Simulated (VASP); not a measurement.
# TiO2 (P3_121) in VASP: settings compared

Aim: see how the results for TiO2 move with the level of theory and the settings. Levels: PBEsol+U, BLYP+D3(BJ). Tasks: single point.

All numbers are computed with VASP 6.6.1; they aren't measurements. Logs are shortened: lines on timing, memory, paths and dates and some standing lists are left out, and cuts for length are marked.

## 1. The cell of the first run

It takes space group P3_121 (No. 152, trigonal). The conventional cell has a = 5.582 Å, b = 5.582 Å, c = 6.082 Å, α = 90.00°, β = 90.00°, γ = 120.00°. Within 2.4 Å of Ti (site symmetry 2) lie 4 O at 1.81 to 1.82 Å. O (site symmetry 1) has 2 Ti at 1.81 to 1.82 Å within 2.4 Å.

## 2. Single point, PBEsol+U

INCAR reads:

```
ALGO = Normal
EDIFF = 1E-6
ENCUT = 520
GGA = PS
ISIF = 2
ISMEAR = -1
LASPH = T
LCHARG = T
LDAU = T
LDAUJ = 0 0
LDAUL = 2 -1
LDAUPRINT = 1
LDAUTYPE = 2
LDAUU = 3 0
LELF = T
LMAXMIX = 4
LREAL = F
LVHAR = T
LWAVE = F
NBANDS = 46
NELM = 150
PREC = Accurate
SIGMA = 0.05
```

KPOINTS reads:

```
k-points
0
Gamma
  6 6 5
```

POSCAR reads:

```
TiO2
1.0
    5.5822227355      0.0000000000      0.0000000000
   -2.7911113678      4.8343466985      0.0000000000
    0.0000000000      0.0000000000      6.0824678800
Ti O
3 6
Direct
    0.4669367500      0.0000000000      0.3333333333
    0.0000000000      0.4669367500      0.6666666667
    0.5330632500      0.5330632500      0.0000000000
    0.5810657200      0.8514331800      0.1206639333
    0.7296325400      0.1485668200      0.5460027333
    0.2703674600      0.4189342800      0.7873306000
    0.8514331800      0.5810657200      0.8793360667
    0.1485668200      0.7296325400      0.4539972667
    0.4189342800      0.2703674600      0.2126694000
```

Potentials or basis: VASP PAW PBE potentials, release 64 (Ti_sv, O).

Command:

```console
$ cat potpaw_PBE.64/Ti_sv/POTCAR potpaw_PBE.64/O/POTCAR > POTCAR
$ mpirun -np 1 vasp_std > vasp.out
```

OUTCAR:

```text
EDIFF = 1E-6
   ENCUT = 520
   GGA = PS
   ISIF = 2
   ISMEAR = -1
   LASPH = T
   LREAL = F
   NELM = 150
   PREC = Accurate

 ion  position               nearest neighbor table
   1  0.467  0.000  0.333-   9 1.81   8 1.81   5 1.82   4 1.82
   2  0.000  0.467  0.667-   6 1.81   5 1.81   8 1.82   7 1.82
   3  0.533  0.533  0.000-   7 1.81   4 1.81   6 1.82   9 1.82
   4  0.581  0.851  0.121-   3 1.81   1 1.82
   5  0.730  0.149  0.546-   2 1.81   1 1.82
   6  0.270  0.419  0.787-   2 1.81   3 1.82
   7  0.851  0.581  0.879-   3 1.81   2 1.82
   8  0.149  0.730  0.454-   1 1.81   2 1.82
   9  0.419  0.270  0.213-   1 1.81   3 1.82

  LATTYP: Found a hexagonal cell.
 ALAT       =     5.5822227355
 C/A-ratio  =     1.0896139707

  Lattice vectors:

 A1 = (   5.5822227355,   0.0000000000,   0.0000000000)
 A2 = (  -2.7911113678,   4.8343466985,   0.0000000000)
 A3 = (   0.0000000000,   0.0000000000,   6.0824678800)

Analysis of symmetry for initial positions (statically):
=====================================================================
 Subroutine PRICEL returns:
 Original cell was already a primitive cell.

 Routine SETGRP: Setting up the symmetry group for a
 hexagonal supercell.

 Subroutine GETGRP returns: Found  6 space group operations
 (whereof  2 operations were pure point group operations)
 out of a pool of 24 trial point group operations.

The static configuration has the point symmetry C_2 .
 The point group associated with its full space group is D_3 .

Analysis of symmetry for dynamics (positions and initial velocities):
=====================================================================
 Subroutine PRICEL returns:
 Original cell was already a primitive cell.

 Routine SETGRP: Setting up the symmetry group for a
 hexagonal supercell.
[... 155 lines left out ...]
 non-spin polarized calculation
  energy-cutoff  :      520.00
  volume of cell :      164.14
 maximum number of plane-waves:      4457
 NGX is ok and might be reduce to    42
   NGX = 21   NGY = 21   NGZ = 23

atom =   1  type =  1  l = 2

 onsite density matrix

spin component  1
[... 83 lines left out ...]
  o =  0.1261  v =  0.3663 -0.1285 -0.8690  0.2226 -0.2115  0.0000  0.0000  0.0000  0.0000  0.0000      0.0000  0.0000  0.0000  0.0000  0.0000  0.0000  0.0000  0.0000  0.0000  0.0000
  o =  0.1261  v =  0.0000  0.0000  0.0000  0.0000  0.0000  0.3663 -0.1285 -0.8690  0.2226 -0.2115      0.0000  0.0000  0.0000  0.0000  0.0000  0.0000  0.0000  0.0000  0.0000  0.0000
  o =  0.1278  v =  0.0000  0.0000  0.0000  0.0000  0.0000  0.7475  0.2030  0.3000 -0.3516 -0.4316      0.0000  0.0000  0.0000  0.0000  0.0000  0.0000  0.0000  0.0000  0.0000  0.0000
  o =  0.1278  v =  0.7475  0.2030  0.3000 -0.3516 -0.4316  0.0000  0.0000  0.0000  0.0000  0.0000      0.0000  0.0000  0.0000  0.0000  0.0000  0.0000  0.0000  0.0000  0.0000  0.0000
  o =  0.2239  v = -0.3612  0.5989  0.0000  0.3458 -0.6255  0.0000  0.0000  0.0000  0.0000  0.0000      0.0000  0.0000  0.0000  0.0000  0.0000  0.0000  0.0000  0.0000  0.0000  0.0000
  o =  0.2239  v =  0.0000  0.0000  0.0000  0.0000  0.0000 -0.3612  0.5989  0.0000  0.3458 -0.6255      0.0000  0.0000  0.0000  0.0000  0.0000  0.0000  0.0000  0.0000  0.0000  0.0000
  o =  0.2300  v =  0.3458  0.6255  0.0000  0.3612  0.5989  0.0000  0.0000  0.0000  0.0000  0.0000      0.0000  0.0000  0.0000  0.0000  0.0000  0.0000  0.0000  0.0000  0.0000  0.0000
  o =  0.2300  v =  0.0000  0.0000  0.0000  0.0000  0.0000  0.3458  0.6255  0.0000  0.3612  0.5989      0.0000  0.0000  0.0000  0.0000  0.0000  0.0000  0.0000  0.0000  0.0000  0.0000
  o =  0.2404  v =  0.0000  0.0000  0.0000  0.0000  0.0000 -0.2388  0.4385 -0.3936 -0.7595  0.1379      0.0000  0.0000  0.0000  0.0000  0.0000  0.0000  0.0000  0.0000  0.0000  0.0000
  o =  0.2404  v = -0.2388  0.4385 -0.3936 -0.7595  0.1379  0.0000  0.0000  0.0000  0.0000  0.0000      0.0000  0.0000  0.0000  0.0000  0.0000  0.0000  0.0000  0.0000  0.0000  0.0000

 number of electron      72.0000000 magnetization

 Free energy of the ion-electron system (eV)
  ---------------------------------------------------
  ext. energy  EPLUGINS =         0.00000000
  ---------------------------------------------------
  free energy    TOTEN  =       -76.19951743 eV

  energy without entropy =      -76.19951743  energy(sigma->0) =      -76.19951743

 E-fermi :   0.1280     XC(G=0):  -8.2020

 val. band max:       -1.0041088081   @ k =   0.1667   0.0000   0.4000
 cond. band min:       2.9811456352   @ k =   0.0000   0.0000   0.4000
 fundamental gap:      3.9852544433
 Fermi energy:         0.1280040159

 k-point     1 :       0.0000    0.0000    0.0000
  band No.  band energies     occupation
      1     -56.7438      2.00000
      2     -56.7317      2.00000
      3     -56.7317      2.00000
      4     -33.2550      2.00000
      5     -33.2297      2.00000
      6     -33.2297      2.00000
[... 1165 lines left out ...]
     45       5.0088      0.00000
     46       5.5105      0.00000

 [... further k-points ...]

------------------------ aborting loop because EDIFF is reached ----------------------------------------

  FORCE on cell =-STRESS in cart. coord.  units (eV):
  Direction    XX          YY          ZZ          XY          YZ          ZX
  --------------------------------------------------------------------------------------
  -------------------------------------------------------------------------------------
  Total        3.1791081      3.1791081      3.1979502     -0.0000000      0.0000000     -0.0000000
  in kB       31.0306658     31.0306658     31.2145803     -0.0000000      0.0000000     -0.0000000
  external PRESSURE =      31.0919707 kB  Pullay stress =       0.0000000 kB

 VOLUME and BASIS-vectors are now :
 -----------------------------------------------------------------------------
  energy-cutoff  :      520.00
  volume of cell :      164.14
      direct lattice vectors                 reciprocal lattice vectors
     5.582222736  0.000000000  0.000000000     0.179140111  0.103426591  0.000000000
    -2.791111368  4.834346699  0.000000000     0.000000000  0.206853183  0.000000000
     0.000000000  0.000000000  6.082467880     0.000000000  0.000000000  0.164406951

 POSITION                                       TOTAL-FORCE (eV/Angst)
 -----------------------------------------------------------------------------------
      2.60654      0.00000      2.02749        -0.013782      0.000000     -0.000000
     -1.30327      2.25733      4.05498         0.006891     -0.011935     -0.000000
      1.48784      2.57701      0.00000         0.006891      0.011935     -0.000000
      0.86719      4.11612      0.73393         0.079735      0.171994     -0.109875
      3.65830      0.71822      3.32104         0.079735     -0.171994      0.109875
      0.33996      2.02527      4.78891         0.109083     -0.155050     -0.109875
      3.13107      2.80907      5.34853         0.109083      0.155050      0.109875
     -1.20715      3.52730      2.76142        -0.188819     -0.016944     -0.109875
      1.58396      1.30705      1.29355        -0.188819      0.016944      0.109875
 -----------------------------------------------------------------------------------
    total drift:                                0.000002      0.000001     -0.000000

  FREE ENERGIE OF THE ION-ELECTRON SYSTEM (eV)
  ---------------------------------------------------
  free  energy   TOTEN  =       -76.1995174348 eV

  energy  without entropy=      -76.1995174347  energy(sigma->0) =      -76.19951743
```

OSZICAR:

```text
N       E                     dE             d eps       ncg     rms          rms(c)
DAV:   1     0.103453970743E+04    0.10345E+04   -0.36220E+04  2556   0.165E+03
DAV:   2     0.603773711847E+02   -0.97416E+03   -0.93801E+03  3020   0.509E+02
DAV:   3    -0.884814347615E+02   -0.14886E+03   -0.14795E+03  3286   0.200E+02
DAV:   4    -0.100926074096E+03   -0.12445E+02   -0.12427E+02  4296   0.541E+01
DAV:   5    -0.101601831582E+03   -0.67576E+00   -0.67561E+00  3584   0.913E+00    0.433E+01
DAV:   6    -0.759178457002E+02    0.25684E+02   -0.17060E+02  3906   0.100E+02    0.164E+01
DAV:   7    -0.762604501869E+02   -0.34260E+00   -0.32003E+01  3664   0.322E+01    0.112E+01
DAV:   8    -0.762421049001E+02    0.18345E-01   -0.38928E+00  3296   0.160E+01    0.325E+00
DAV:   9    -0.761824410406E+02    0.59664E-01   -0.78387E-01  3560   0.685E+00    0.135E+00
DAV:  10    -0.762049120551E+02   -0.22471E-01   -0.18485E-01  3136   0.268E+00    0.711E-01
DAV:  11    -0.761985425969E+02    0.63695E-02   -0.42906E-02  2856   0.108E+00    0.139E-01
DAV:  12    -0.761995573585E+02   -0.10148E-02   -0.25036E-03  3424   0.322E-01    0.139E-01
DAV:  13    -0.761994966010E+02    0.60758E-04   -0.89867E-04  3544   0.178E-01    0.413E-02
DAV:  14    -0.761995196098E+02   -0.23009E-04   -0.14444E-04  3564   0.931E-02    0.290E-02
DAV:  15    -0.761995174658E+02    0.21440E-05   -0.80142E-05  3488   0.727E-02    0.747E-03
DAV:  16    -0.761995174348E+02    0.31053E-07   -0.42667E-06  2580   0.177E-02
   1 F= -.76199517E+02 E0= -.76199517E+02  d E =-.919014E-10
```

stdout:

```text
POSCAR found type information on POSCAR TiO
 POSCAR found :  2 types and       9 ions
 scaLAPACK will be used
 -----------------------------------------------------------------------------
|                                                                             |
|                                                                             |
|     You enforced a specific xc type in the INCAR file but a different       |
|     I HOPE YOU KNOW WHAT YOU ARE DOING!                                     |
|                                                                             |
 -----------------------------------------------------------------------------

 LDA part: xc-table for (Slater+PW92), standard interpolation
 POSCAR, INCAR and KPOINTS ok, starting setup
 FFT: planning ... GRIDC
 FFT: planning ... GRID_SOFT
 FFT: planning ... GRID
 WAVECAR not read
 entering main loop
```

Run time: 3.3 min. Hardware: 1 thread of Intel Xeon Platinum 8488C (Sapphire Rapids), shared host; peak memory 0.36 GiB.

What came out:

```yaml
Free_energy: -76.1995 eV
Pressure: 3.1 GPa
Largest_force: 0.219 eV/Å
Band_gap_on_the_k_mesh: 3.99 eV (least direct gap 3.99 eV)
```

Forces on the atoms (eV/Å):
```
Ti  -0.014  0.000  0.000
Ti   0.007 -0.012  0.000
Ti   0.007  0.012  0.000
O    0.080  0.172 -0.110
O    0.080 -0.172  0.110
O    0.109 -0.155 -0.110
O    0.109  0.155  0.110
O   -0.189 -0.017 -0.110
O   -0.189  0.017  0.110
```

Levels at points of the mesh, in eV from the valence-band top:
```tsv
k point	band 34	band 35	band 36	band 37	band 38	band 39
(0.00, 0.00, 0.00)	-0.30	-0.28	-0.28	4.00	4.46	4.46
(0.50, 0.00, 0.00)	-0.76	-0.17	0.00	4.15	4.17	4.41
```

Eigenvalues of the final occupation matrices:
```tsv
site	spin	trace	eigenvalues
site 1 d	1	0.95	0.13 0.13 0.22 0.23 0.24
site 1 d	2	0.95	0.13 0.13 0.22 0.23 0.24
site 2 d	1	0.95	0.13 0.13 0.22 0.23 0.24
site 2 d	2	0.95	0.13 0.13 0.22 0.23 0.24
site 3 d	1	0.95	0.13 0.13 0.22 0.23 0.24
site 3 d	2	0.95	0.13 0.13 0.22 0.23 0.24
```

Caveat: the cell stands under pressure; the PAW data sets were made with another functional, which shifts forces and pressure a little.

[end of part 1 of 2]
